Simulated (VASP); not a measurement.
# Si5H26C2 in VASP: notebook, part 2 of 2

VASP 6.6.1. The steps go on from the part before.

## Step 4: Relaxation of the atoms, PBE+D3(BJ)

Contents of INCAR:

```
PREC = Accurate
ENCUT = 520
EDIFF = 1E-6
ISMEAR = -1
SIGMA = 0.05
LREAL = Auto
LASPH = T
NELM = 100
ALGO = Normal
ISIF = 2
LWAVE = F
LCHARG = F
GGA = PE
IVDW = 12
IBRION = 2
NSW = 35
EDIFFG = -0.3
```

Contents of KPOINTS:

```
Automatic mesh
0
Gamma
  1 1 1
```

Contents of POSCAR:

```
Si5H26C2
1.0
    8.2031320000      0.0000000000      0.0000000000
    0.0000000000      8.2031320000      0.0000000000
    0.0000000000      0.0000000000      8.2031320000
C H Si
2 26 5
Direct
    0.8804330000      0.6462647000      0.1861087000
    0.9782691000      0.7982191000      0.2293766000
    0.8651804000      0.6347355000      0.0542647000
    0.9410705000      0.5359286000      0.2296685000
    0.7589917000      0.6500029000      0.2407573000
    0.9935217000      0.8097484000      0.3612206000
    1.0997103000      0.7944810000      0.1747281000
    0.9176315000      0.9085552000      0.1858168000
    0.8203059000      0.5621612000      0.8312846000
    0.7421645000      0.2822793000      0.8832422000
    0.6003839000      0.4393207000      0.6773884000
    0.8789047000      0.3530170000      0.6313735000
    0.3537578000      0.3297130000      0.5095754000
    0.1517131000      0.4476285000      0.6896126000
    0.0675876000      0.3180022000      0.4380983000
    0.1708347000      0.1544383000      0.6610924000
    0.0660683000      0.4419949000     -0.1246027000
    0.3487520000      0.4235116000     -0.0416100000
    0.1759653000      0.6356622000      0.0691888000
    0.1341536000      0.3545544000      0.1489994000
    0.7993378000      0.9580779000      0.7555604000
    0.6305269000      0.7162238000      0.7677653000
    0.5758318000      0.9243521000      0.5656996000
    0.8165379000      0.7551403000      0.5418784000
    0.4699515000      0.1149980000      0.1973353000
    0.7646901000      0.1123667000      0.2135127000
    0.6133958000     -0.1401399000      0.2356482000
    0.6288730000      0.0004205000     -0.0234710000
    0.7604397000      0.4091946000      0.7558222000
    0.1859733000      0.3124455000      0.5745947000
    0.1812348000      0.4639308000      0.0129939000
    0.7055586000      0.8384485000      0.6577259000
    0.6192276000      0.0219113000      0.1557563000
```

Potentials or basis: VASP PAW PBE potentials, release 64 (C, H, Si).

Started as:

```bash
$ cat potpaw_PBE.64/C/POTCAR potpaw_PBE.64/H/POTCAR potpaw_PBE.64/Si/POTCAR > POTCAR
$ mpirun -np 1 vasp_gam > vasp.out
```

OUTCAR:

```text
PREC = Accurate
   ENCUT = 520
   EDIFF = 1E-6
   ISMEAR = -1
   LREAL = Auto
   LASPH = T
   NELM = 100
   ISIF = 2
   GGA = PE
   IVDW = 12
   IBRION = 2
   NSW = 35
   EDIFFG = -0.3
 IVDW          = 12

 ion  position               nearest neighbor table
   1  0.880  0.646  0.186-   3 1.09   4 1.09   5 1.09   2 1.52
   2  0.978  0.798  0.229-   7 1.09   6 1.09   8 1.09   1 1.52
   3  0.865  0.635  0.054-   1 1.09
   4  0.941  0.536  0.230-   1 1.09
   5  0.759  0.650  0.241-   1 1.09
   6  0.994  0.810  0.361-   2 1.09
   7  0.100  0.794  0.175-   2 1.09
   8  0.918  0.909  0.186-   2 1.09
[... 18 lines left out ...]
  27  0.613  0.860  0.236-  33 1.48
  28  0.629  0.000  0.977-  33 1.48
  29  0.760  0.409  0.756-  11 1.48   9 1.48  10 1.48  12 1.48
  30  0.186  0.312  0.575-  16 1.48  13 1.48  15 1.48  14 1.48
  31  0.181  0.464  0.013-  19 1.48  18 1.48  17 1.48  20 1.48
  32  0.706  0.838  0.658-  22 1.48  24 1.48  23 1.48  21 1.48
  33  0.619  0.022  0.156-  25 1.48  28 1.48  27 1.48  26 1.48

  LATTYP: Found a simple cubic cell.
 ALAT       =     8.2031320000

  Lattice vectors:

 A1 = (   8.2031320000,   0.0000000000,   0.0000000000)
 A2 = (   0.0000000000,   8.2031320000,   0.0000000000)
 A3 = (   0.0000000000,   0.0000000000,   8.2031320000)

Analysis of symmetry for initial positions (statically):
=====================================================================
 Subroutine PRICEL returns:
 Original cell was already a primitive cell.

 Routine SETGRP: Setting up the symmetry group for a
 simple cubic supercell.

[... 203 lines left out ...]
  free energy    TOTEN  =      -133.94268891 eV

  energy without entropy =     -133.94268891  energy(sigma->0) =     -133.94268891

------------------------ aborting loop because EDIFF is reached ----------------------------------------

 Edisp (eV)   -1.30106

 E8    (eV) :    -0.3648
[... 198 lines left out ...]
  FREE ENERGIE OF THE ION-ELECTRON SYSTEM (eV)
  ---------------------------------------------------
  free  energy   TOTEN  =      -135.3048263712 eV

  energy  without entropy=     -135.3048263711  energy(sigma->0) =     -135.30482637

[... ionic steps 4 to 20 ...]

--------------------------------------- Ionic step       21  -------------------------------------------

 number of electron      54.0000000 magnetization

------------------------ aborting loop because EDIFF is reached ----------------------------------------
[... 137 lines left out ...]
--------------------------------------- Ionic step       23  -------------------------------------------

 number of electron      54.0000000 magnetization

 Free energy of the ion-electron system (eV)
  ---------------------------------------------------
  ext. energy  EPLUGINS =         0.00000000
  ---------------------------------------------------
  free energy    TOTEN  =      -134.59786707 eV

  energy without entropy =     -134.59786707  energy(sigma->0) =     -134.59786707

 E-fermi :  -3.5974     XC(G=0):  -5.4536

 val. band max:       -4.8046739303   @ k =   0.0000   0.0000   0.0000
 cond. band min:       1.4985890106   @ k =   0.0000   0.0000   0.0000
 fundamental gap:      6.3032629409
 Fermi energy:        -3.5973757818

 k-point     1 :       0.0000    0.0000    0.0000
  band No.  band energies     occupation
      1     -15.8029      2.00000
      2     -12.2489      2.00000
      3     -11.0778      2.00000
      4     -10.7774      2.00000
      5     -10.5275      2.00000
      6     -10.3910      2.00000
[... 31 lines left out ...]
     38       3.2030      0.00000
     39       3.2894      0.00000
 [bands above 39 left out]

------------------------ aborting loop because EDIFF is reached ----------------------------------------

 Edisp (eV)   -1.28551

 E8    (eV) :    -0.3598
[... 56 lines left out ...]
  FREE ENERGIE OF THE ION-ELECTRON SYSTEM (eV)
  ---------------------------------------------------
  free  energy   TOTEN  =      -135.8833815251 eV

  energy  without entropy=     -135.8833815250  energy(sigma->0) =     -135.88338153

 reached required accuracy - stopping structural energy minimisation
```

Run time: 6.1 min. Hardware: 1 thread of AMD EPYC 9R45 (Zen 5), shared host; peak memory 0.58 GiB.

Results:

```
Free energy                  : -135.8834 eV
Energy gained by relaxing    : 19.4 meV/atom
Ionic steps                  : 23
Pressure after relaxing      : 0.2 GPa
Largest force after relaxing : 0.290 eV/Å
Band gap on the k mesh       : 6.30 eV
Dispersion energy per atom   : -0.039 eV
```

Forces on the atoms (eV/Å):
```
C    0.126  0.113  0.140
C   -0.108 -0.056 -0.023
H   -0.046 -0.017  0.044
H   -0.095  0.001  0.010
H   -0.019 -0.108 -0.025
H    0.027  0.000  0.016
H    0.016  0.155  0.030
H    0.146 -0.009 -0.002
H   -0.013 -0.088 -0.099
H    0.045  0.004  0.059
H   -0.009 -0.001 -0.032
H   -0.058  0.037  0.051
H    0.050  0.054  0.006
H    0.077 -0.155 -0.233
H   -0.080  0.029  0.039
H   -0.002  0.077  0.128
H    0.048  0.049  0.060
H    0.130 -0.033 -0.159
H    0.054  0.043 -0.096
H   -0.045 -0.116  0.127
H   -0.010 -0.101 -0.017
H    0.000  0.149 -0.078
H    0.018 -0.001  0.050
H   -0.142 -0.012  0.067
H    0.003 -0.024 -0.032
H   -0.145 -0.034 -0.034
H   -0.041  0.163 -0.074
H   -0.054  0.043  0.157
Si  -0.063 -0.050  0.006
Si   0.048 -0.130 -0.107
Si   0.187 -0.102  0.045
Si   0.006  0.067 -0.041
Si  -0.052  0.055  0.016
```

The path:
| step | energy change (eV) | largest force (eV/Å) | pressure (GPa) |
| --- | --- | --- | --- |
| 1 | 0.0000 | 0.5749 | 1.20 |
| 2 | -0.0577 | 0.7062 | 0.98 |
| 3 | -0.0611 | 1.0314 | 0.92 |
| 4 | -0.0906 | 0.7819 | 0.87 |
| 5 | -0.1557 | 0.6292 | 0.73 |
| 6 | -0.1883 | 1.2531 | 0.48 |
| 7 | -0.2190 | 1.0817 | 0.41 |
| 8 | -0.2789 | 0.7479 | 0.21 |
| 9 | -0.2579 | 0.7590 | -0.19 |
| 10 | -0.2927 | 0.6223 | 0.05 |
| 11 | -0.3229 | 0.4000 | 0.13 |
| 12 | -0.3690 | 0.9511 | 0.37 |
| 13 | -0.3978 | 0.6590 | 0.48 |
| 14 | -0.4411 | 0.4774 | 0.80 |
| 15 | -0.4419 | 0.5908 | 0.85 |
| 16 | -0.4710 | 0.4430 | 0.87 |
| 17 | -0.5209 | 0.4794 | 0.90 |
| 18 | -0.5255 | 0.5462 | 0.92 |
| 19 | -0.5709 | 0.3587 | 0.68 |
| 20 | -0.5820 | 0.6955 | 0.50 |
| 21 | -0.6139 | 0.3594 | 0.29 |
| 22 | -0.6140 | 0.4053 | 0.28 |
| 23 | -0.6396 | 0.2899 | 0.24 |

Final structure:
```
CELL_PARAMETERS angstrom
8.20313 0.00000 0.00000
0.00000 8.20313 0.00000
0.00000 0.00000 8.20313
ATOMIC_POSITIONS crystal
C 0.88005 0.64966 0.19393
C 0.97695 0.80272 0.23718
H 0.86521 0.63825 0.06136
H 0.94197 0.53936 0.23854
H 0.75812 0.65375 0.24909
H 0.99074 0.81653 0.36963
H 0.09915 0.79715 0.18325
H 0.91541 0.91279 0.19207
H 0.82378 0.55145 0.82817
H 0.73982 0.27470 0.88972
H 0.59360 0.43022 0.68574
H 0.86850 0.33350 0.62933
H 0.36361 0.30252 0.48156
H 0.17056 0.46414 0.64505
H 0.07774 0.29282 0.41664
H 0.17537 0.16418 0.66054
H 0.06125 0.43541 0.90256
H 0.35307 0.39889 0.94775
H 0.21539 0.62541 0.07362
H 0.16523 0.35108 0.16469
H 0.80822 0.96111 0.74560
H 0.60260 0.74419 0.77124
H 0.58099 0.94852 0.55604
H 0.79691 0.74480 0.54501
H 0.45329 0.12558 0.19722
H 0.74954 0.12760 0.21758
H 0.59944 0.87003 0.24033
H 0.61859 0.00903 0.97803
Si 0.75690 0.39800 0.75792
Si 0.19650 0.30879 0.55236
Si 0.19710 0.45360 0.02066
Si 0.69639 0.84884 0.65574
Si 0.60501 0.03294 0.15826
```

Levels at points of the mesh, in eV from the valence-band top:
```
           k point  band 24  band 25  band 26  band 27  band 28  band 29  band 30  band 31
(0.00, 0.00, 0.00)    -0.19    -0.17    -0.05     0.00     6.30     6.66     6.88     6.92
```

Caveat: the k points lie up to 0.77 Å⁻¹ apart; the relaxation stopped at a loose force limit of 0.3 eV/Å, so its end isn't a converged minimum.
